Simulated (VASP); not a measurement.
Wanted: the native input for a VASP 6.6.1 run.

| Property | Result |
| --- | --- |
| Task | single point |
| Functional | r2SCAN |
| Potentials or basis | VASP PAW PBE potentials, release 64 (Ti_sv, Al) |
| Cutoff | 520 eV |
| k mesh | 2 × 2 × 2, shifted |
| Occupations | gaussian, width 0.1 eV |
| Spin | no spin polarisation |
| Dipole correction | no |
| Further INCAR settings | LREAL = Auto; ALGO = Normal; EDIFF = 1e-07; NBANDS = 56; ISYM = 0 |

The system is TiAl3.

```
Ti Al
1.0
     6.81857   -0.03163    0.24120
     0.06554    5.33824   -1.21648
     0.26248   -1.28259    7.20090
Ti Al
4 12
Direct
  0.09383 0.41382 0.14667
  0.21937 0.21723 0.73885
  0.59832 0.67463 0.66046
  0.71465 0.95593 0.22491
  0.95142 0.33963 0.49260
  0.44375 0.59213 0.99773
  0.20410 0.71352 0.73020
  0.95374 0.84378 0.49218
  0.10880 0.91760 0.15535
  0.86930 0.03844 0.88757
  0.87072 0.53776 0.88852
  0.35925 0.78721 0.39327
  0.44222 0.09296 0.99702
  0.68787 0.46310 0.24000
  0.36178 0.29145 0.39291
  0.62537 0.16751 0.64538
```

These files were run (other wordings do the same):

POSCAR

```
TiAl3
1.0
    6.8185677245     -0.0316333971      0.2411995163
    0.0655431523      5.3382437883     -1.2164827747
    0.2624786792     -1.2825877332      7.2009000827
Ti Al
4 12
Direct
    0.0938287524      0.4138167889      0.1466704442
    0.2193709687      0.2172258783      0.7388549390
    0.5983220890      0.6746272382      0.6604645807
    0.7146536444     -0.0440687164      0.2249074556
   -0.0485810170      0.3396261668      0.4925970089
    0.4437474028      0.5921318587     -0.0022712919
    0.2041039381      0.7135199361      0.7301963510
   -0.0462616714      0.8437754209      0.4921793488
    1.1087979109      0.9175973854      0.1553545699
    0.8693036564      1.0384382349      0.8875659396
    0.8707151413      0.5377568167      0.8885206184
    0.3592538310      0.7872094884      0.3932657555
    0.4422165382      0.0929648812     -0.0029838165
    0.6878664410      0.4631016211      0.2399951770
    0.3617832330      0.2914455860      0.3929067648
    0.6253678815      0.1675145790      0.6453798185
```

INCAR.step1

```
ALGO = Normal ; EDIFF = 1E-4
ENCUT = 520 ; GGA = PE
ISMEAR = 0 ; ISYM = 0
LASPH = T ; LCHARG = F
LREAL = Auto ; LWAVE = T
NBANDS = 56 ; NELM = 60
PREC = Accurate ; SIGMA = 0.1
```

INCAR.step2

```
ALGO = Normal ; EDIFF = 1E-7
ENCUT = 520 ; ISIF = 2
ISMEAR = 0 ; ISTART = 1
ISYM = 0 ; LASPH = T
LCHARG = F ; LMIXTAU = T
LREAL = Auto ; LWAVE = F
METAGGA = R2SCAN ; NBANDS = 56
NELM = 60 ; PREC = Accurate
SIGMA = 0.1
```

KPOINTS

```
Automatic mesh
0
Gamma
  2 2 2
  0.5 0.5 0.5
```

Potentials or basis: VASP PAW PBE potentials, release 64 (Ti_sv, Al).

The run is started by

```bash
$ cat potpaw_PBE.64/Ti_sv/POTCAR potpaw_PBE.64/Al/POTCAR > POTCAR
$ cp INCAR.step1 INCAR
$ mpirun -np 1 vasp_std > vasp.out
$ cp INCAR.step2 INCAR
$ mpirun -np 1 vasp_std > vasp.out
```

Results of the run:

```json
{"Pressure": "-0.1 GPa", "Largest force": "0.020 eV/Å", "Band gap on the k mesh": "zero (band 42 reaches 8.68 eV, above the bottom of band 43 at 8.65 eV)"}
```

Caveat: the k points lie up to 0.62 Å⁻¹ apart; the PAW data sets were made with another functional, which shifts forces and pressure a little.

Wall time 3.1 min on 1 thread of Intel(R) Xeon(R) 6975P-C (Granite Rapids), on a shared host, peak memory 0.35 GiB.
